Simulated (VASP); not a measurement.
# HfC (P6_3/mmc) in VASP: a series of runs, part 2 of 2

VASP 6.6.1. The steps go on from the part before.

### 3 Relaxation of cell and atoms, PBE

Input file INCAR:

```
SYSTEM = HfC
PREC = Accurate
ENCUT = 600
EDIFF = 1E-6
ISMEAR = 0
SIGMA = 0.1
LREAL = .FALSE.
LASPH = .TRUE.
NELM = 80
ALGO = Normal
ISIF = 3
LWAVE = .FALSE.
LCHARG = .FALSE.
GGA = PE
IBRION = 2
NSW = 100
EDIFFG = -0.01
```

Input file KPOINTS:

```
regular mesh
0
G
  18 18 10
  0 0 0
```

Input file POSCAR:

```
HfC
1.0
    3.3161144269      0.0000000000      0.0000000000
   -1.6580572135      2.8718393356      0.0000000000
    0.0000000000      0.0000000000      5.2764904897
Hf C
2 2
Direct
    0.3333333333      0.6666666667      0.2500000000
    0.6666666667      0.3333333333      0.7500000000
    0.0000000000      0.0000000000      0.0000000000
    0.0000000000      0.0000000000      0.5000000000
```

Potentials or basis: VASP PAW PBE potentials, release 64 (Hf_pv, C).

Started as:

```
$ cat potpaw_PBE.64/Hf_pv/POTCAR potpaw_PBE.64/C/POTCAR > POTCAR
$ mpirun -np 1 vasp_std > vasp.out
```

OUTCAR:

```text
SYSTEM = HfC
   PREC = Accurate
   ENCUT = 600
   EDIFF = 1E-6
   ISMEAR = 0
   LREAL = .FALSE.
   LASPH = .TRUE.
   NELM = 80
   ISIF = 3
   GGA = PE
   IBRION = 2
   NSW = 100
   EDIFFG = -0.01

 ion  position               nearest neighbor table
   1  0.333  0.667  0.250-   3 2.32   4 2.32   3 2.32   4 2.32   3 2.32   4 2.32   2 3.26   2 3.26
                             2 3.26   2 3.26   2 3.26   2 3.26
   2  0.667  0.333  0.750-   3 2.32   4 2.32   3 2.32   4 2.32   3 2.32   4 2.32   1 3.26   1 3.26
                             1 3.26   1 3.26   1 3.26   1 3.26
   3  0.000  0.000  0.000-   1 2.32   2 2.32   2 2.32   1 2.32   2 2.32   1 2.32
   4  0.000  0.000  0.500-   1 2.32   2 2.32   2 2.32   1 2.32   2 2.32   1 2.32

  LATTYP: Found a hexagonal cell.
 ALAT       =     3.3161144269
 C/A-ratio  =     1.5911665915

  Lattice vectors:

 A1 = (   3.3161144269,   0.0000000000,   0.0000000000)
 A2 = (  -1.6580572135,   2.8718393356,   0.0000000000)
 A3 = (   0.0000000000,   0.0000000000,   5.2764904897)

Analysis of symmetry for initial positions (statically):
=====================================================================
 Subroutine PRICEL returns:
 Original cell was already a primitive cell.

 Routine SETGRP: Setting up the symmetry group for a
 hexagonal supercell.

 Subroutine GETGRP returns: Found 24 space group operations
 (whereof 12 operations were pure point group operations)
 out of a pool of 24 trial point group operations.

The static configuration has the point symmetry D_3d.
 The point group associated with its full space group is D_6h.

Analysis of symmetry for dynamics (positions and initial velocities):
=====================================================================
 Subroutine PRICEL returns:
 Original cell was already a primitive cell.

 Routine SETGRP: Setting up the symmetry group for a
 hexagonal supercell.

 Subroutine GETGRP returns: Found 24 space group operations
 (whereof 12 operations were pure point group operations)
[... 137 lines left out ...]
   LRPA    =     F    only Hartree local field effects (RPA)
 conjugate gradient relaxation of ions
 non-spin polarized calculation
 Gauss-broadening in eV      SIGMA  =   0.10
  energy-cutoff  :      600.00
  volume of cell :       50.25
 maximum number of plane-waves:      1713
 NGX is ok and might be reduce to    28
   NGX = 13   NGY = 13   NGZ = 21

--------------------------------------- Ionic step        1  -------------------------------------------

 number of electron      27.9999999 magnetization

 Free energy of the ion-electron system (eV)
  ---------------------------------------------------
  ext. energy  EPLUGINS =         0.00000000
  ---------------------------------------------------
  free energy    TOTEN  =       -41.30914524 eV

  energy without entropy =      -41.30625688  energy(sigma->0) =      -41.30770106

------------------------ aborting loop because EDIFF is reached ----------------------------------------

  FORCE on cell =-STRESS in cart. coord.  units (eV):
  Direction    XX          YY          ZZ          XY          YZ          ZX
  --------------------------------------------------------------------------------------
  -------------------------------------------------------------------------------------
  Total       -0.0770994     -0.0770994     -0.7272047      0.0000000      0.0000000     -0.0000000
  in kB       -2.4582544     -2.4582544    -23.1863533      0.0000000      0.0000000     -0.0000000
  external PRESSURE =      -9.3676207 kB  Pullay stress =       0.0000000 kB
[... 139 lines left out ...]
--------------------------------------- Ionic step        5  -------------------------------------------

 number of electron      27.9999999 magnetization

 Free energy of the ion-electron system (eV)
  ---------------------------------------------------
  ext. energy  EPLUGINS =         0.00000000
  ---------------------------------------------------
  free energy    TOTEN  =       -41.31185342 eV

  energy without entropy =      -41.30931760  energy(sigma->0) =      -41.31058551

 E-fermi :   6.4952     XC(G=0): -12.3138

 val. band max:        6.4920079956   @ k =   0.2778   0.2222   0.2000
 cond. band min:       6.5100272149   @ k =   0.1111   0.1111   0.2000
 fundamental gap:      0.0180192193
 Fermi energy:         6.4952093054

 k-point     1 :       0.0000    0.0000    0.0000
  band No.  band energies     occupation
      1     -24.1494      2.00000
      2     -23.5629      2.00000
      3     -23.5629      2.00000
      4     -23.4778      2.00000
      5     -23.4778      2.00000
      6     -23.4104      2.00000
[... 481 lines left out ...]
      5     -23.5785      2.00000
      6     -23.5680      2.00000
[... 10 lines left out ...]
     17      10.8585      0.00000
     18      11.6094      0.00000

 [... further k-points ...]

------------------------ aborting loop because EDIFF is reached ----------------------------------------

  FORCE on cell =-STRESS in cart. coord.  units (eV):
  Direction    XX          YY          ZZ          XY          YZ          ZX
  --------------------------------------------------------------------------------------
  -------------------------------------------------------------------------------------
  Total        0.0096364      0.0096364      0.0147784     -0.0000000      0.0000000     -0.0000000
  in kB        0.3085991      0.3085991      0.4732651     -0.0000000      0.0000000     -0.0000000
  external PRESSURE =       0.3634878 kB  Pullay stress =       0.0000000 kB
[... 19 lines left out ...]
  FREE ENERGIE OF THE ION-ELECTRON SYSTEM (eV)
  ---------------------------------------------------
  free  energy   TOTEN  =       -41.3118534202 eV

  energy  without entropy=      -41.3093176011  energy(sigma->0) =      -41.31058551

 reached required accuracy - stopping structural energy minimisation
```

CONTCAR:

```text
HfC
   1.00000000000000
     3.3218684641781393   -0.0000000000000999    0.0000000000000000
    -1.6609342321392433    2.8768224780574938   -0.0000000000000000
     0.0000000000000000    0.0000000000000000    5.2352480324904827
  Hf              C
     2     2
Direct
     0.3333333332999970    0.6666666667000030    0.2500000000000000
     0.6666666667000030    0.3333333332999970    0.7500000000000000
     0.0000000000000000    0.0000000000000000    0.0000000000000000
     0.0000000000000000    0.0000000000000000    0.5000000000000000

  0.00000000E+00  0.00000000E+00  0.00000000E+00
  0.00000000E+00  0.00000000E+00  0.00000000E+00
  0.00000000E+00  0.00000000E+00  0.00000000E+00
  0.00000000E+00  0.00000000E+00  0.00000000E+00
```

Wall time 14 min (1 thread of AMD EPYC 7R43 (Zen 3), shared host); peak memory 0.35 GiB.

Results:

```yaml
Free_energy: -41.3119 eV
Relaxed_volume: 12.51 Å³/atom
Relaxed_cell: a = 3.322 Å, b = 3.322 Å, c = 5.235 Å, α = 90.00°, β = 90.00°, γ = 120.00°
Space_group_after_relaxing_to_0.1_Å: P6_3/mmc (No. 194)
Energy_gained_by_relaxing: 0.7 meV/atom
Ionic_steps: 5
Pressure_after_relaxing: 0.0 GPa
Band_gap_on_the_k_mesh: zero (bands 14 and 15 overlap by 1.28 eV)
```

The path:
| step | energy change (eV) | largest force (eV/Å) | pressure (GPa) | volume (Å³) |
| --- | --- | --- | --- | --- |
| 1 | 0.0000 | 0.0000 | -0.94 | 50.25 |
| 2 | -0.0011 | 0.0000 | 1.56 | 49.72 |
| 3 | -0.0020 | 0.0000 | 0.56 | 49.93 |
| 4 | -0.0026 | 0.0000 | -0.11 | 50.06 |
| 5 | -0.0027 | 0.0000 | 0.04 | 50.03 |

Final structure:
```
Hf C
1.0
     3.32187    0.00000    0.00000
    -1.66093    2.87682    0.00000
     0.00000    0.00000    5.23525
Hf C
2 2
Cartesian
  0.0000 1.9179 1.3088
  1.6609 0.9589 3.9264
  0.0000 0.0000 0.0000
  0.0000 0.0000 2.6176
```

Levels at points of the mesh, in eV from the Fermi level:
```tsv
k point	band 12	band 13	band 14	band 15	band 16	band 17
(0.00, 0.00, 0.00)	-1.23	-1.23	0.96	1.42	1.42	1.97
(0.50, 0.00, 0.00)	-3.41	-1.82	-1.12	1.27	4.31	4.71
(0.00, 0.00, 0.50)	-2.65	-2.65	-2.65	3.93	3.93	4.03
(0.50, 0.00, 0.50)	-3.12	-2.41	-2.41	1.25	1.25	4.78
```

Caveat: spin-orbit coupling is left out, which moves the levels of the heavy elements.
